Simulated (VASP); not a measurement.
# Li: single point with PBE

Li:

```
CELL_PARAMETERS angstrom
-1.72890 1.72890 1.72890
1.72890 -1.72890 1.72890
1.72890 1.72890 -1.72890
ATOMIC_POSITIONS crystal
Li 0.00000 0.00000 0.00000
```

* Program: VASP 6.6.1
* Task: single point
* Functional: PBE
* Potentials or basis: VASP PAW PBE potentials, release 64 (Li_sv)
* Cutoff: 520 eV
* k mesh: 45 × 45 × 45
* Occupations: fermi-dirac, width 0.0612256 eV
* Spin: no spin polarisation
* Dipole correction: no
* Further INCAR settings: ALGO = Normal; EDIFF = 1e-07; NBANDS = 8

```yaml
Band_gap_on_the_k_mesh: zero (an odd number of electrons rules out a gap without spin polarisation)
```

Levels at points of the mesh, in eV from the Fermi level:
| k point | band 1 | band 2 | band 3 | band 4 | band 5 | band 6 |
| --- | --- | --- | --- | --- | --- | --- |
| (0.00, 0.00, 0.00) | -46.58 | -3.55 | 14.39 | 14.39 | 14.39 | 19.12 |

Run time: 8.7 min on 1 thread of Oxide Virtual Turin-like Processor, on a shared host, peak memory 0.35 GiB.
